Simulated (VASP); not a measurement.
# Ba2Hf2O (P-3m1) in VASP: further runs, part 2 of 2

VASP 6.6.1. The steps go on from the part before.

## (5) Single point, PBE

INCAR reads:

```
SYSTEM = Ba2Hf2O
PREC = Accurate
ENCUT = 520
EDIFF = 1E-6
ISMEAR = 0
SIGMA = 0.1
LREAL = .False.
LASPH = .True.
NELM = 60
ALGO = Normal
ISIF = 2
LWAVE = .False.
LCHARG = .False.
GGA = PE
NBANDS = 31
```

KPOINTS reads:

```
regular mesh
0
Gamma
  12 12 4
  0 0 0
```

POSCAR reads:

```
Ba2Hf2O
1.0
    3.5331504624      0.0000000000      0.0000000000
   -1.7665752312      3.0597980558      0.0000000000
    0.0000000000      0.0000000000     12.4072106631
Ba Hf O
2 2 1
Direct
    0.3333333333      0.6666666667      0.1347085670
    0.6666666667      0.3333333333      0.8652914330
    0.3333333333      0.6666666667      0.5904451676
    0.6666666667      0.3333333333      0.4095548324
    0.0000000000      0.0000000000      0.0000000000
```

Potentials or basis: VASP PAW PBE potentials, release 64 (Ba_sv, Hf_pv, O).

On the command line:

```bash
$ cat potpaw_PBE.64/Ba_sv/POTCAR potpaw_PBE.64/Hf_pv/POTCAR potpaw_PBE.64/O/POTCAR > POTCAR
$ mpirun -np 1 vasp_std > vasp.out
```

OUTCAR:

```text
SYSTEM = Ba2Hf2O
   PREC = Accurate
   ENCUT = 520
   EDIFF = 1E-6
   ISMEAR = 0
   LREAL = .False.
   LASPH = .True.
   NELM = 60
   ISIF = 2
   GGA = PE

 ion  position               nearest neighbor table
   1  0.333  0.667  0.135-   5 2.64   5 2.64   5 2.64   2 3.92   2 3.92   2 3.92   4 3.97   4 3.97
                             4 3.97
   2  0.667  0.333  0.865-   5 2.64   5 2.64   5 2.64   1 3.92   1 3.92   1 3.92   3 3.97   3 3.97
                             3 3.97
   3  0.333  0.667  0.590-   4 3.03   4 3.03   4 3.03   2 3.97   2 3.97   2 3.97
   4  0.667  0.333  0.410-   3 3.03   3 3.03   3 3.03   1 3.97   1 3.97   1 3.97
   5  0.000  0.000  0.000-   1 2.64   2 2.64   1 2.64   2 2.64   2 2.64   1 2.64

  LATTYP: Found a hexagonal cell.
 ALAT       =     3.5331504624
 C/A-ratio  =     3.5116564650

  Lattice vectors:

 A1 = (   3.5331504624,   0.0000000000,   0.0000000000)
 A2 = (  -1.7665752312,   3.0597980558,   0.0000000000)
 A3 = (   0.0000000000,   0.0000000000,  12.4072106631)

Analysis of symmetry for initial positions (statically):
=====================================================================
 Subroutine PRICEL returns:
 Original cell was already a primitive cell.

 Routine SETGRP: Setting up the symmetry group for a
 hexagonal supercell.

 Subroutine GETGRP returns: Found 12 space group operations
 (whereof 12 operations were pure point group operations)
 out of a pool of 24 trial point group operations.

The static configuration has the point symmetry D_3d.

Analysis of symmetry for dynamics (positions and initial velocities):
=====================================================================
 Subroutine PRICEL returns:
 Original cell was already a primitive cell.

 Routine SETGRP: Setting up the symmetry group for a
 hexagonal supercell.

 Subroutine GETGRP returns: Found 12 space group operations
 (whereof 12 operations were pure point group operations)
 out of a pool of 24 trial point group operations.

[... 128 lines left out ...]
  Fermi-wavevector in a.u.,A,eV,Ry     =   1.145912  2.165459 17.865990  1.313113
  Thomas-Fermi vector in A             =   2.282598
   LORBIT       =      0    0 simple, 1 ext, 2 COOP (PROOUT), +10 PAW based schemes
   GGA     = PE    functional components
   LHFCALC =     F    Hartree Fock is set to
   AEXX    =    0.0000 exact exchange contribution
   IVDW    =     0    specifies the selected vdW correction
   LEPSILON=     F    determine dielectric tensor
   LRPA    =     F    only Hartree local field effects (RPA)
 non-spin polarized calculation
 Gauss-broadening in eV      SIGMA  =   0.10
  energy-cutoff  :      520.00
  volume of cell :      134.13
 maximum number of plane-waves:      3660
 NGX is ok and might be reduce to    28
   NGX = 13   NGY = 13   NGZ = 47

 number of electron      46.0000008 magnetization

 Free energy of the ion-electron system (eV)
  ---------------------------------------------------
  ext. energy  EPLUGINS =         0.00000000
  ---------------------------------------------------
  free energy    TOTEN  =       -31.17836582 eV

  energy without entropy =      -31.16418180  energy(sigma->0) =      -31.17127381

 E-fermi :   3.9622     XC(G=0):  -9.8699

 val. band max:        3.9563442516   @ k =   0.2500   0.0000   0.5000
 cond. band min:       3.9666843446   @ k =   0.3333   0.0833   0.0000
 fundamental gap:      0.0103400929
 Fermi energy:         3.9622209143

 k-point     1 :       0.0000    0.0000    0.0000
  band No.  band energies     occupation
      1     -27.3890      2.00000
      2     -27.0837      2.00000
      3     -27.0837      2.00000
      4     -26.9552      2.00000
      5     -26.9552      2.00000
      6     -26.9442      2.00000
[... 805 lines left out ...]
     30       6.1982      0.00000
     31       6.5896      0.00000

 [... further k-points ...]

------------------------ aborting loop because EDIFF is reached ----------------------------------------

  FORCE on cell =-STRESS in cart. coord.  units (eV):
  Direction    XX          YY          ZZ          XY          YZ          ZX
  --------------------------------------------------------------------------------------
  -------------------------------------------------------------------------------------
  Total        0.8469742      0.8469742      0.6430769     -0.0000000      0.0000000      0.0000000
  in kB       10.1169994     10.1169994      7.6814714     -0.0000000      0.0000000      0.0000000
  external PRESSURE =       9.3051567 kB  Pullay stress =       0.0000000 kB

 VOLUME and BASIS-vectors are now :
 -----------------------------------------------------------------------------
  energy-cutoff  :      520.00
  volume of cell :      134.13
      direct lattice vectors                 reciprocal lattice vectors
     3.533150462  0.000000000  0.000000000     0.283033517  0.163409477  0.000000000
    -1.766575231  3.059798056  0.000000000     0.000000000  0.326818954  0.000000000
     0.000000000  0.000000000 12.407210663     0.000000000  0.000000000  0.080598293

 POSITION                                       TOTAL-FORCE (eV/Angst)
 -----------------------------------------------------------------------------------
     -0.00000      2.03987      1.67136         0.000000      0.000000      0.182748
      1.76658      1.01993     10.73585        -0.000000      0.000000     -0.182748
     -0.00000      2.03987      7.32578         0.000000     -0.000000     -0.074809
      1.76658      1.01993      5.08143        -0.000000      0.000000      0.074809
      0.00000      0.00000      0.00000         0.000000      0.000000      0.000000
 -----------------------------------------------------------------------------------
    total drift:                                0.000000     -0.000000      0.000000

  FREE ENERGIE OF THE ION-ELECTRON SYSTEM (eV)
  ---------------------------------------------------
  free  energy   TOTEN  =       -31.1783658210 eV

  energy  without entropy=      -31.1641817964  energy(sigma->0) =      -31.17127381
```

stdout:

```text
POSCAR found type information on POSCAR BaHfO
 POSCAR found :  3 types and       5 ions
 scaLAPACK will be used
 LDA part: xc-table for (Slater+PW92), standard interpolation
 POSCAR, INCAR and KPOINTS ok, starting setup
 FFT: planning ... GRIDC
 FFT: planning ... GRID_SOFT
 FFT: planning ... GRID
 WAVECAR not read
 entering main loop
```

Wall time 6 min (1 thread of Intel Xeon Platinum 8259CL at 2.50GHz (Skylake/Cascade Lake), shared host); peak memory 0.44 GiB.

What came out:

- Free energy: -31.1784 eV
- Pressure: 0.9 GPa
- Largest force: 0.183 eV/Å
- Band gap on the k mesh: zero (band 23 reaches 4.39 eV, above the bottom of band 24 at 3.73 eV)

Forces on the atoms (eV/Å):
```
Ba   0.000  0.000  0.183
Ba   0.000  0.000 -0.183
Hf   0.000  0.000 -0.075
Hf   0.000  0.000  0.075
O    0.000  0.000  0.000
```

Levels at points of the mesh, in eV from the Fermi level:
```csv
k point,band 20,band 21,band 22,band 23,band 24,band 25,band 26,band 27
"(0.00, 0.00, 0.00)",-3.43,-0.92,-0.77,0.42,0.72,0.72,0.76,0.76
"(0.50, 0.00, 0.00)",-2.37,-1.30,-0.92,-0.28,-0.23,0.52,0.70,0.76
"(0.00, 0.00, 0.50)",-3.54,-1.21,-0.24,0.25,0.72,0.72,0.77,0.77
"(0.50, 0.00, 0.50)",-2.35,-1.19,-1.01,-0.31,-0.09,0.58,0.73,0.76
```

Caveat: spin-orbit coupling is left out, which moves the levels of the heavy elements.

## (6) Single point, PBE

INCAR reads:

```
ALGO = Normal ; EDIFF = 1E-7
ENCUT = 520 ; GGA = PE
ISIF = 2 ; ISMEAR = 0
LASPH = T ; LCHARG = F
LREAL = F ; LWAVE = F
NBANDS = 31 ; NELM = 60
PREC = Accurate ; SIGMA = 0.1
```

KPOINTS reads:

```
k-points
0
Gamma
  12 12 4
```

POSCAR is that of step 5.

Potentials or basis: VASP PAW PBE potentials, release 64 (Ba_sv, Hf_pv, O).

On the command line:

```bash
$ cat potpaw_PBE.64/Ba_sv/POTCAR potpaw_PBE.64/Hf_pv/POTCAR potpaw_PBE.64/O/POTCAR > POTCAR
$ mpirun -np 1 vasp_std > vasp.out
```

It took 5.7 min on 1 thread of Intel Xeon Platinum 8259CL at 2.50GHz (Skylake/Cascade Lake), shared host; peak memory 0.44 GiB.

Results (log left out):

- Free energy: -31.1784 eV
- Pressure: 0.9 GPa
- Largest force: 0.183 eV/Å
- Band gap on the k mesh: zero (band 23 reaches 4.38 eV, above the bottom of band 24 at 3.73 eV)

Forces in eV/Å, atoms in the order of the input:
```
Ba   0.000  0.000  0.183
Ba   0.000  0.000 -0.183
Hf   0.000  0.000 -0.074
Hf   0.000  0.000  0.074
O    0.000  0.000  0.000
```

Stress tensor (GPa, compression positive):
```
1.01 0.00 0.00
0.00 1.01 0.00
0.00 0.00 0.77
```

Levels at points of the mesh, in eV from the Fermi level:
```tsv
k point	band 21	band 22	band 23	band 24	band 25	band 26
(0.00, 0.00, 0.00)	-0.92	-0.77	0.42	0.72	0.72	0.76
(0.50, 0.00, 0.00)	-1.30	-0.92	-0.28	-0.23	0.52	0.70
(0.00, 0.00, 0.50)	-1.21	-0.24	0.25	0.72	0.72	0.77
(0.50, 0.00, 0.50)	-1.19	-1.01	-0.31	-0.09	0.58	0.73
```

Caveat: spin-orbit coupling is left out, which moves the levels of the heavy elements.

## (7) The runs side by side

```tsv
task	cell	k mesh	cutoff (eV)	gap on the mesh (eV)	pressure (GPa)	largest force (eV/Å)
single point	a = 3.539, b = 3.539, c = 12.372 Å, angles 90.0, 90.0, 120.0°, 5 atoms	6 × 6 × 2	520	none	0.9	0.19
single point	a = 4.562, b = 4.562, c = 7.840 Å, angles 90.0, 90.0, 120.0°, 5 atoms	6 × 6 × 2	520	none	7.0	5.51
relaxation of cell and atoms	relaxed from a = 4.562, b = 4.562, c = 7.840 Å, angles 90.0, 90.0, 120.0°, 5 atoms	6 × 6 × 2	600	none	0.0	0.03
single point	a = 3.533, b = 3.533, c = 12.407 Å, angles 90.0, 90.0, 120.0°, 5 atoms	12 × 12 × 4	520	none	0.9	0.18
```

Alike in all rows: level PBE; potentials or basis VASP PAW PBE potentials, release 64 (Ba_sv, Hf_pv, O); no spin polarisation; smearing gaussian 0.1 eV.

Caveats: some runs use coarse meshes; spin-orbit coupling is left out, which moves the levels of the heavy elements; forces of over 1 eV/Å act on the atoms, so gaps and moduli don't describe the material at rest (some runs).

Total energies depend on the potentials used, so only differences within one code and one set of settings carry meaning.
